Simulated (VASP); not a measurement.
Ir4W:

```
Ir W
1.0
     2.35879   -3.16585    0.00000
     2.35879    3.16585    0.00000
     0.00000    0.00000    5.46113
Ir W
4 1
Direct
  0.00000 0.50000 0.27405
  0.50000 0.00000 0.72595
  0.00000 0.50000 0.72595
  0.50000 0.00000 0.27405
  0.00000 0.00000 0.50000
```

| Property | Result |
| --- | --- |
| Program | VASP 6.6.1 |
| Task | relaxation of cell and atoms |
| Functional | PBE |
| Potentials or basis | VASP PAW PBE potentials, release 64 (Ir, W_sv) |
| Cutoff | 600 eV |
| k mesh | 4 × 4 × 3 |
| Occupations | gaussian, width 0.2 eV |
| Spin | no spin polarisation |

At the start: pressure 87.7 GPa; volume 16.31 Å³/atom.

Question: How do energy, volume and symmetry change on relaxing?

Answer: Over 21 steps the energy falls by 1686.8 meV/atom and the volume is 17.72 Å³/atom (+8.7 %); space group P4/mmm (No. 123, to 0.05 Å).

Step by step:
```csv
step,energy change (eV),largest force (eV/Å),pressure (GPa),volume (Å³)
1,0.0000,8.5938,87.70,81.56
2,15.3737,0.9891,-17.91,237.21
3,7.5184,0.1953,-27.50,179.36
4,-0.2598,0.6498,-32.68,139.68
5,-5.9639,0.5987,-18.28,108.09
6,-6.2100,2.4661,7.31,95.30
7,-6.4129,1.4978,-6.26,100.75
8,-6.4171,1.6060,-4.77,100.05
9,-7.2625,1.3906,-1.26,94.64
10,-7.5165,0.0974,8.19,89.64
11,-7.5393,0.5032,4.86,90.97
12,-7.9269,0.6911,-0.92,91.64
13,-7.9923,1.3340,-2.69,91.87
14,-8.3648,0.4766,-2.76,90.21
15,-8.3713,0.3803,-2.41,89.95
16,-8.4194,0.0121,1.74,88.28
17,-8.4194,0.0264,1.90,88.22
18,-8.4293,0.1743,-0.83,89.09
19,-8.4302,0.1438,-0.25,88.89
20,-8.4323,0.0962,-0.13,88.80
21,-8.4341,0.0114,0.09,88.62
```

Final structure:
```
Ir W
1.0
     2.75510   -2.76487    0.00000
     2.75510    2.76487    0.00000
     0.00000    0.00000    5.81684
Ir W
4 1
Direct
  0.00000 0.50000 0.21497
  0.50000 0.00000 0.78503
  0.00000 0.50000 0.78503
  0.50000 0.00000 0.21497
  0.00000 0.00000 0.50000
```

Caveat: the k points lie up to 0.40 Å⁻¹ apart in the final cell; the relaxation stopped at a loose force limit of 0.08 eV/Å, so its end isn't a converged minimum.
